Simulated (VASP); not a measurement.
Input of a VASP 6.6.1 run:

INCAR

```
SYSTEM = Be2Cu11Ni3
ALGO = Normal
EDIFF = 1E-6
ENCUT = 520
GGA = PE
ISIF = 2
ISMEAR = -1
ISYM = 0
LASPH = .True.
LCHARG = .False.
LREAL = Auto
LWAVE = .False.
NBANDS = 92
NELM = 80
PREC = Accurate
SIGMA = 0.05
```

KPOINTS

```
Automatic mesh
0
Gamma
  1 1 1
  0.25 0.25 0.25
```

The input POSCAR:

```
Be2Cu11Ni3
1.0
    5.6151810000     -0.1125830000     -0.0418010000
   -0.1125830000      5.6341360000     -0.0260090000
   -0.0418010000     -0.0260090000      5.8223430000
Cu Ni Be
11 3 2
Direct
    0.8299510229      0.0665478302      0.7364431510
    0.0988318682      0.8244790135      0.9814719170
    0.3846527029      0.0291846950      0.2784107588
    0.5757914619      0.2941228175      0.0099052047
    0.3855629290      0.0203811084      0.7014919953
    0.9094468888      0.5028672320      0.1854402709
    0.6327610752      0.7725870562      1.0029376941
    0.6176134069      0.3559553352      0.4970586412
    0.6472965101      0.7712584995      0.4735166416
    0.3150184227      0.5581690076      0.2278203986
    0.1112019898      0.2811864440      0.5227503314
    0.3167737879      0.5473284184      0.7697490385
    0.9034567419      0.0763413502      0.2374439221
    0.0642984949      0.7829706509      0.4971053792
    0.8848913607      0.5170559465      0.7640354496
    0.1429943262      0.2605211049      0.9764545303
```

Potentials or basis: VASP PAW PBE potentials, release 64 (Cu, Ni, Be).

The run is started by

```sh
$ cat potpaw_PBE.64/Cu/POTCAR potpaw_PBE.64/Ni/POTCAR potpaw_PBE.64/Be/POTCAR > POTCAR
$ mpirun -np 1 vasp_std > vasp.out
```

**Question.** Predict the pressure.

**Answer.** 0.3 GPa.

**Question.** What does it give for the largest force?

**Answer.** 1.434 eV/Å.

Forces on the atoms (eV/Å):
```
Cu   0.092  0.150  0.596
Cu   0.059  0.395 -0.462
Cu  -0.842  0.096 -0.557
Cu   0.350  0.009 -0.598
Cu   0.039 -0.017  0.956
Cu  -0.716  0.190  0.526
Cu  -0.311  0.199 -0.161
Cu  -0.263 -0.721 -0.298
Cu  -0.140 -0.196 -0.090
Cu   1.060 -0.007  0.558
Cu   0.189  0.758 -0.356
Ni   0.590 -0.052  0.041
Ni  -1.131 -0.615 -0.631
Ni   0.784 -0.058  0.612
Be   0.207  0.042  0.039
Be   0.034 -0.171 -0.177
```

Caveat: the k points lie up to 1.12 Å⁻¹ apart. Spin polarisation is off, so any magnetic state and its effect on volume and gap are missing.
